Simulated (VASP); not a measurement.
# BaTiO3 (P4mm) in VASP: single point with PBEsol

Aim: the single point of BaTiO3 with PBEsol.

Program: VASP 6.6.1. These are calculated values, not measurements. Logs are shortened: lines on timing, memory, paths and dates and some standing lists are left out, and cuts for length are marked.

### Step 1. The cell of the first run

It takes space group P4mm (No. 99, tetragonal). The conventional cell has a = 3.955 Å, b = 3.955 Å, c = 4.045 Å, α = 90.00°, β = 90.00°, γ = 90.00°. Within 3.7 Å of Ba (site symmetry 4mm) lie 12 O at 2.77 to 2.88 Å and 8 Ti at 3.42 to 3.49 Å. Within 2.4 Å of Ti (site symmetry 4mm) lie 6 O at 1.84 to 2.20 Å. Within 2.6 Å of O (site symmetry 2mm) lie 2 Ti at 1.98 Å. Within 2.4 Å of O (site symmetry 4mm) lie 2 Ti at 1.84 to 2.20 Å.

### Step 2. Single point, PBEsol

INCAR

```
SYSTEM = BaTiO3
ALGO = Normal ; EDIFF = 1E-6
ENCUT = 520 ; GGA = PS
ISIF = 2 ; ISMEAR = -1
LASPH = .True. ; LCHARG = .False.
LREAL = .False. ; LWAVE = .False.
NBANDS = 28 ; NELM = 100
PREC = Accurate ; SIGMA = 0.02
```

KPOINTS

```
k-points
0
Gamma
  6 6 6
  0 0 0
```

POSCAR

```
BaTiO3
1.0
    3.9552727532      0.0000000000      0.0000000000
    0.0000000000      3.9552727532      0.0000000000
    0.0000000000      0.0000000000      4.0449533912
Ba Ti O
1 1 3
Direct
    0.5000000000      0.5000000000      0.5826549218
    0.0000000000      0.0000000000      0.0977935821
    0.0000000000      0.5000000000      0.0634374117
    0.5000000000      0.0000000000      0.0634374117
    0.0000000000      0.0000000000      0.5526736627
```

Potentials or basis: VASP PAW PBE potentials, release 64 (Ba_sv, Ti_sv, O).

Run with:

```
$ cat potpaw_PBE.64/Ba_sv/POTCAR potpaw_PBE.64/Ti_sv/POTCAR potpaw_PBE.64/O/POTCAR > POTCAR
$ mpirun -np 1 vasp_std > vasp.out
```

OUTCAR:

```text
SYSTEM = BaTiO3
   EDIFF = 1E-6
   ENCUT = 520
   GGA = PS
   ISIF = 2
   ISMEAR = -1
   LASPH = .True.
   LREAL = .False.
   NELM = 100
   PREC = Accurate

 ion  position               nearest neighbor table
   1  0.500  0.500  0.583-   3 2.77   4 2.77   4 2.77   3 2.77   5 2.80   5 2.80   5 2.80   5 2.80
                             3 2.88   4 2.88   3 2.88   4 2.88   2 3.42   2 3.42   2 3.42   2 3.42
   2  0.000  0.000  0.098-   5 1.84   4 1.98   3 1.98   3 1.98   4 1.98   5 2.20   1 3.42   1 3.42
                             1 3.42   1 3.42   1 3.49   1 3.49   1 3.49   1 3.49
   3  0.000  0.500  0.063-   2 1.98   2 1.98   1 2.77   1 2.77   1 2.88   1 2.88
   4  0.500  0.000  0.063-   2 1.98   2 1.98   1 2.77   1 2.77   1 2.88   1 2.88
   5  0.000  0.000  0.553-   2 1.84   2 2.20   1 2.80   1 2.80   1 2.80   1 2.80

  LATTYP: Found a simple tetragonal cell.
 ALAT       =     3.9552727532
 C/A-ratio  =     1.0226736925

  Lattice vectors:

 A1 = (   3.9552727532,   0.0000000000,   0.0000000000)
 A2 = (   0.0000000000,   3.9552727532,   0.0000000000)
 A3 = (   0.0000000000,   0.0000000000,   4.0449533912)

Analysis of symmetry for initial positions (statically):
=====================================================================
 Subroutine PRICEL returns:
 Original cell was already a primitive cell.

 Routine SETGRP: Setting up the symmetry group for a
 simple tetragonal supercell.

 Subroutine GETGRP returns: Found  8 space group operations
 (whereof  8 operations were pure point group operations)
 out of a pool of 16 trial point group operations.

The static configuration has the point symmetry C_4v.

Analysis of symmetry for dynamics (positions and initial velocities):
=====================================================================
 Subroutine PRICEL returns:
 Original cell was already a primitive cell.

 Routine SETGRP: Setting up the symmetry group for a
 simple tetragonal supercell.

 Subroutine GETGRP returns: Found  8 space group operations
 (whereof  8 operations were pure point group operations)
 out of a pool of 16 trial point group operations.

The dynamic configuration has the point symmetry C_4v.

 Subroutine INISYM returns: Found  8 space group operations
 (whereof  8 operations are pure point group operations),
 and found     1 'primitive' translations

----------------------------------------------------------------------------------------

                                     Primitive cell

  volume of cell :      63.2800

  direct lattice vectors                    reciprocal lattice vectors
     3.955272753  0.000000000  0.000000000     0.252827065  0.000000000  0.000000000
     0.000000000  3.955272753  0.000000000     0.000000000  0.252827065  0.000000000
     0.000000000  0.000000000  4.044953391     0.000000000  0.000000000  0.247221637

  length of vectors
     3.955272753  3.955272753  4.044953391     0.252827065  0.252827065  0.247221637

  position of ions in fractional coordinates (direct lattice)
     0.500000000  0.500000000  0.582654922
     0.000000000  0.000000000  0.097793582
     0.000000000  0.500000000  0.063437412
     0.500000000  0.000000000  0.063437412
     0.000000000  0.000000000  0.552673663

  ion indices of the primitive-cell ions
   primitive index   ion index
                 1           1
                 2           2
                 3           3
                 4           4
                 5           5

----------------------------------------------------------------------------------------

 KPOINTS: k-points

Automatic generation of k-mesh.
 Grid dimensions read from file:
 generate k-points for:    6    6    6

 Generating k-lattice:

  Cartesian coordinates                     Fractional coordinates (reciprocal lattice)
     0.042137844  0.000000000  0.000000000     0.166666667  0.000000000  0.000000000
     0.000000000  0.042137844  0.000000000     0.000000000  0.166666667  0.000000000
     0.000000000  0.000000000  0.041203606     0.000000000  0.000000000  0.166666667

  Length of vectors
     0.042137844  0.042137844  0.041203606

  Shift w.r.t. Gamma in fractional coordinates (k-lattice)
     0.000000000  0.000000000  0.000000000

 Subroutine IBZKPT returns following result:
 ===========================================

 Found     40 irreducible k-points:

 Following reciprocal coordinates:
            Coordinates               Weight
  0.000000  0.000000  0.000000      1.000000
  0.166667  0.000000  0.000000      4.000000
  0.333333  0.000000  0.000000      4.000000
  0.500000  0.000000  0.000000      2.000000
  0.166667  0.166667  0.000000      4.000000
  0.333333  0.166667  0.000000      8.000000
[... 16 lines left out ...]
  0.333333  0.000000  0.333333      8.000000
  0.500000  0.000000  0.333333      4.000000
 [... further k-points ...]
   k-points           NKPTS =     40   k-points in BZ     NKDIM =     40   number of bands    NBANDS=     28
   number of dos      NEDOS =    301   number of ions     NIONS =      5
   total plane-waves  NPLWV =  27000
   dimension x,y,z NGX =    30 NGY =   30 NGZ =   30
   dimension x,y,z NGXF=    60 NGYF=   60 NGZF=   60
   ions per type =               1   1   3
   NGX,Y,Z   is equivalent  to a cutoff of  12.61, 12.61, 12.33 a.u.
   NGXF,Y,Z  is equivalent  to a cutoff of  25.22, 25.22, 24.66 a.u.
 SYSTEM =  BaTiO3
   PREC   = accura    normal or accurate (medium, high low for compatibility)
   ISTART =      0    job   : 0-new  1-cont  2-samecut
   ICHARG =      2    charge: 1-file 2-atom 10-const
   ISPIN  =      1    spin polarized calculation?
   LNONCOLLINEAR =      F non collinear calculations
   LSORBIT =      F    spin-orbit coupling
   LASPH  =      T    aspherical Exc in radial PAW
   ENCUT  =  520.0 eV  38.22 Ry    6.18 a.u.   7.35  7.35  7.52*2*pi/ulx,y,z
   NELM   =    100;   NELMIN=  2; NELMDL= -5     # of ELM steps
   EDIFF  = 0.1E-05   stopping-criterion for ELM
   LREAL  =      F    real-space projection
   EDIFFG = 0.1E-04   stopping-criterion for IOM
   NSW    =      0    number of steps for IOM
   IBRION =     -1    ionic relax: 0-MD 1-quasi-New 2-CG
   NFREE  =      0    steps in history (QN), initial steepest desc. (CG)
   ISIF   =      2    stress and relaxation
   ISYM   =      2    0-nonsym 1-usesym 2-fastsym
   POTIM  = 0.5000    time-step for ionic-motion
   TEBEG  =    0.0;   TEEND  =   0.0 temperature during run
   PSTRESS=    0.0 pullay stress
   NELECT =      40.0000    total number of electrons
   NUPDOWN=      -1.0000    fix difference up-down
   EMIN   =  10.00;   EMAX   =-10.00  energy-range for DOS
   EFERMI =   0.00;   METHOD = LEGACY
   ISMEAR =    -1;   SIGMA  =   0.02  broadening in eV -4-tet -1-fermi 0-gaus
   EFERMI_NEDOS =   21; number of points for ismear=-14 and -15
   IALGO  =     38    algorithm
   IMIX   =      4    mixing-type and parameters
     AMIX     =   0.40;   BMIX     =  1.00
     AMIX_MAG =   1.60;   BMIX_MAG =  1.00
  volume/ion in A,a.u.               =      12.66        85.41
  Fermi-wavevector in a.u.,A,eV,Ry     =   1.404988  2.655043 26.857792  1.973992
  Thomas-Fermi vector in A             =   2.527495
   LORBIT       =      0    0 simple, 1 ext, 2 COOP (PROOUT), +10 PAW based schemes
   GGA     = PS    functional components
   LHFCALC =     F    Hartree Fock is set to
   AEXX    =    0.0000 exact exchange contribution
   IVDW    =     0    specifies the selected vdW correction
   LEPSILON=     F    determine dielectric tensor
   LRPA    =     F    only Hartree local field effects (RPA)
 non-spin polarized calculation
  energy-cutoff  :      520.00
  volume of cell :       63.28
 maximum number of plane-waves:      1743
 NGX is ok and might be reduce to    30
   NGX = 15   NGY = 15   NGZ = 15

 number of electron      39.9999987 magnetization

 Free energy of the ion-electron system (eV)
  ---------------------------------------------------
  ext. energy  EPLUGINS =         0.00000000
  ---------------------------------------------------
  free energy    TOTEN  =       -41.99666083 eV

  energy without entropy =      -41.99666083  energy(sigma->0) =      -41.99666083

 E-fermi :   4.4460     XC(G=0): -11.5762

 val. band max:        3.8943314970   @ k =   0.5000   0.5000   0.5000
 cond. band min:       5.6762610394   @ k =   0.0000   0.0000   0.0000
 fundamental gap:      1.7819295424
 Fermi energy:         4.4459722713

 k-point     1 :       0.0000    0.0000    0.0000
  band No.  band energies     occupation
      1     -52.3447      2.00000
      2     -28.7526      2.00000
      3     -28.6799      2.00000
      4     -28.6799      2.00000
      5     -20.9645      2.00000
      6     -13.0489      2.00000
[... 20 lines left out ...]
     27       8.8485      0.00000
     28      11.0795      0.00000

 k-point     2 :       0.1667    0.0000    0.0000
  band No.  band energies     occupation
      1     -52.3444      2.00000
      2     -28.7520      2.00000
      3     -28.6959      2.00000
      4     -28.6793      2.00000
      5     -20.9304      2.00000
      6     -13.0780      2.00000
[... 20 lines left out ...]
     27       9.3879      0.00000
     28      11.7524      0.00000

 k-point     3 :       0.3333    0.0000    0.0000
  band No.  band energies     occupation
      1     -52.3437      2.00000
      2     -28.7507      2.00000
      3     -28.7275      2.00000
      4     -28.6781      2.00000
      5     -20.8607      2.00000
      6     -13.2270      2.00000
[... 20 lines left out ...]
     27      10.6013      0.00000
     28      12.0692      0.00000

 k-point     4 :       0.5000    0.0000    0.0000
  band No.  band energies     occupation
      1     -52.3434      2.00000
      2     -28.7500      2.00000
      3     -28.7432      2.00000
      4     -28.6775      2.00000
      5     -20.8250      2.00000
      6     -13.3234      2.00000
[... 578 lines left out ...]
     27      11.0554      0.00000
     28      12.5404      0.00000

 k-point    23 :       0.3333    0.0000    0.3333
  band No.  band energies     occupation
      1     -52.3431      2.00000
      2     -28.7868      2.00000
      3     -28.7251      2.00000
      4     -28.6767      2.00000
      5     -20.7985      2.00000
      6     -12.9340      2.00000
[... 20 lines left out ...]
     27      12.1660      0.00000
     28      12.4976      0.00000

 k-point    24 :       0.5000    0.0000    0.3333
  band No.  band energies     occupation
      1     -52.3427      2.00000
      2     -28.7857      2.00000
      3     -28.7405      2.00000
      4     -28.6761      2.00000
      5     -20.7721      2.00000
      6     -12.8964      2.00000
[... 20 lines left out ...]
     27      11.9803      0.00000
     28      13.2870      0.00000

 [... further k-points ...]

------------------------ aborting loop because EDIFF is reached ----------------------------------------

  FORCE on cell =-STRESS in cart. coord.  units (eV):
  Direction    XX          YY          ZZ          XY          YZ          ZX
  --------------------------------------------------------------------------------------
  -------------------------------------------------------------------------------------
  Total        0.7611990      0.7611990      0.7774396      0.0000000      0.0000000      0.0000000
  in kB       19.2726927     19.2726927     19.6838871      0.0000000      0.0000000      0.0000000
  external PRESSURE =      19.4097575 kB  Pullay stress =       0.0000000 kB

 VOLUME and BASIS-vectors are now :
 -----------------------------------------------------------------------------
  energy-cutoff  :      520.00
  volume of cell :       63.28
      direct lattice vectors                 reciprocal lattice vectors
     3.955272753  0.000000000  0.000000000     0.252827065  0.000000000  0.000000000
     0.000000000  3.955272753  0.000000000     0.000000000  0.252827065  0.000000000
     0.000000000  0.000000000  4.044953391     0.000000000  0.000000000  0.247221637

 POSITION                                       TOTAL-FORCE (eV/Angst)
 -----------------------------------------------------------------------------------
      1.97764      1.97764      2.35681        -0.000000     -0.000000     -0.037634
      0.00000      0.00000      0.39557        -0.000000     -0.000000     -0.050353
      0.00000      1.97764      0.25660         0.000000      0.000000      0.016868
      1.97764      0.00000      0.25660        -0.000000      0.000000      0.016868
      0.00000      0.00000      2.23554        -0.000000      0.000000      0.054251
 -----------------------------------------------------------------------------------
    total drift:                                0.000000      0.000000      0.000117

  FREE ENERGIE OF THE ION-ELECTRON SYSTEM (eV)
  ---------------------------------------------------
  free  energy   TOTEN  =       -41.9966608323 eV

  energy  without entropy=      -41.9966608323  energy(sigma->0) =      -41.99666083
```

Wall time 29 s (1 thread of Intel Xeon 6975P-C (Granite Rapids), shared host); peak memory 0.21 GiB.

What came out:

```
Free energy            : -41.9967 eV
Pressure               : 1.9 GPa
Largest force          : 0.054 eV/Å
Band gap on the k mesh : 1.78 eV, indirect (least direct gap 2.19 eV)
```

Forces in eV/Å, atoms in the order of the input:
```
Ba   0.000  0.000 -0.038
Ti   0.000  0.000 -0.050
O    0.000  0.000  0.017
O    0.000  0.000  0.017
O    0.000  0.000  0.054
```

Caveat: the PAW data sets were made with another functional, which shifts forces and pressure a little; spin-orbit coupling is left out, which moves the levels of the heavy elements. A k mesh can miss the band edges.
